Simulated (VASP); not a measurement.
**Re: single point with r2SCAN**

Crystal: Re.

```
Re
1.0
     0.00000    1.75961    2.48809
     1.75961    0.00000    2.48809
     1.75961    1.75961    0.00000
Re
1
Direct
  0.00000 0.00000 0.00000
```

This cell differs from its parent crystal: ratio of the length along z to the lengths across it x 1.414, volume and fractional coordinates fixed.

- Program: VASP 6.6.1
- Task: single point
- Functional: r2SCAN
- Potentials or basis: VASP PAW PBE potentials, release 64 (Re)
- Cutoff: 520 eV
- k mesh: 22 × 22 × 22
- Occupations: gaussian, width 0.15 eV
- Spin: no spin polarisation
- Dipole correction: no
- Further INCAR settings: ALGO = Normal; EDIFF = 1e-07; NBANDS = 10

```json
{
 "Pressure": "5.8 GPa"
}
```

Stress tensor (GPa, compression positive):
```
 28.91   0.00   0.00
  0.00  28.91   0.00
  0.00   0.00 -40.47
```

Levels at points of the mesh, in eV from the Fermi level:
```csv
k point,band 1,band 2,band 3,band 4,band 5,band 6
"(0.00, 0.00, 0.00)",-10.87,-5.67,-3.67,0.13,0.13,3.94
"(0.50, 0.00, 0.00)",-7.31,-4.86,-0.28,-0.17,2.60,2.68
"(0.50, 0.50, 0.00)",-7.95,-6.77,-1.93,3.33,3.33,4.39
"(0.50, 0.00, 0.50)",-7.63,-5.82,0.15,1.47,4.91,7.04
```

Run time: 4.8 min on 1 thread of Intel(R) Xeon(R) Platinum 8488C (Sapphire Rapids), with other jobs on the host, peak memory 0.26 GiB.

Caveat: the PAW data sets were made with another functional, which shifts forces and pressure a little; spin-orbit coupling is left out, which moves the levels of the heavy elements.
